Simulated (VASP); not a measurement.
A run of VASP 6.6.1:

Contents of POSCAR:

```
MnSb
1.0
    0.0000000000      2.7950160000      2.7950160000
    2.7950160000      0.0000000000      2.7950160000
    2.7950160000      2.7950160000      0.0000000000
Mn Sb
1 1
Direct
    0.0000000000      0.0000000000      0.0000000000
    0.5000000000      0.5000000000      0.5000000000
```

File INCAR.step1:

```
SYSTEM = MnSb
PREC     = Accurate       ! precision mode
ENCUT    = 520            ! plane-wave cutoff, eV
ISMEAR   = 0              ! smearing method
SIGMA    = 0.1            ! smearing width, eV
LREAL    = .FALSE.        ! projectors in reciprocal space
LASPH    = .TRUE.         ! aspherical terms in the spheres
NELM     = 150            ! most SCF steps
ISPIN    = 2              ! spin polarisation
MAGMOM   = 4 0            ! initial moments
LMAXMIX  = 4              ! l up to which the mixer works
NBANDS   = 20             ! bands
GGA      = PE             ! functional
ALGO     = Normal         ! electronic algorithm
EDIFF    = 1E-4           ! SCF threshold, eV
LWAVE    = .TRUE.         ! write WAVECAR
LCHARG   = .FALSE.        ! write CHGCAR
```

File INCAR.step2:

```
SYSTEM = MnSb
PREC     = Accurate       ! precision mode
ENCUT    = 520            ! plane-wave cutoff, eV
EDIFF    = 1E-7           ! SCF threshold, eV
ISMEAR   = 0              ! smearing method
SIGMA    = 0.1            ! smearing width, eV
LREAL    = .FALSE.        ! projectors in reciprocal space
LASPH    = .TRUE.         ! aspherical terms in the spheres
NELM     = 150            ! most SCF steps
ALGO     = Normal         ! electronic algorithm
ISIF     = 2              ! what is computed and relaxed
LWAVE    = .FALSE.        ! write WAVECAR
LCHARG   = .FALSE.        ! write CHGCAR
ISPIN    = 2              ! spin polarisation
MAGMOM   = 4 0            ! initial moments
LORBIT   = 11             ! projections on sites
LMAXMIX  = 4              ! l up to which the mixer works
METAGGA  = R2SCAN         ! meta-GGA
LMIXTAU  = .TRUE.       
NBANDS   = 20             ! bands
ISTART   = 1
```

The input KPOINTS:

```
regular mesh
0
G
  14 14 14
  0 0 0
```

Potentials or basis: VASP PAW PBE potentials, release 64 (Mn_pv, Sb).

Launch:

```bash
$ cat potpaw_PBE.64/Mn_pv/POTCAR potpaw_PBE.64/Sb/POTCAR > POTCAR
$ cp INCAR.step1 INCAR
$ mpirun -np 1 vasp_std > vasp.out
$ cp INCAR.step2 INCAR
$ mpirun -np 1 vasp_std > vasp.out
```

Hardware: 1 thread of Intel(R) Xeon(R) 6975P-C (Granite Rapids), with other jobs on the host.

How long does it take, and how much memory?

Wall time 8.7 min on 1 thread of Intel(R) Xeon(R) 6975P-C (Granite Rapids) (shared host), peak memory 0.3 GiB. Counts: k points 104.
